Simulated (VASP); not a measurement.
Here is a VASP 6.6.1 calculation.

File INCAR:

```
SYSTEM = Sb
PREC = Accurate
ENCUT = 500
EDIFF = 1E-6
ISMEAR = 0
SIGMA = 0.1
LREAL = .False.
LASPH = .True.
NELM = 120
ALGO = Normal
ISIF = 2
LWAVE = .False.
LCHARG = .False.
GGA = PE
NBANDS = 8
GGA_COMPAT = .False.
```

The input KPOINTS:

```
Automatic mesh
0
Gamma
  8 8 8
  0 0 0
```

POSCAR

```
Sb
1.0
   -1.5765401831      1.5765401831      2.7119384313
    1.5765401831     -1.5765401831      2.7119384313
    1.5765401831      1.5765401831     -2.7119384313
Sb
1
Direct
    0.0000000000      0.0000000000      0.0000000000
```

Potentials or basis: VASP PAW PBE potentials, release 64 (Sb).

Command:

```console
$ cat potpaw_PBE.64/Sb/POTCAR > POTCAR
$ mpirun -np 1 vasp_std > vasp.out
```

Q: Estimate the pressure.

A: 1.6 GPa.

Stress tensor (GPa, compression positive):
```
1.22 0.00 0.00
0.00 1.22 0.00
0.00 0.00 2.26
```
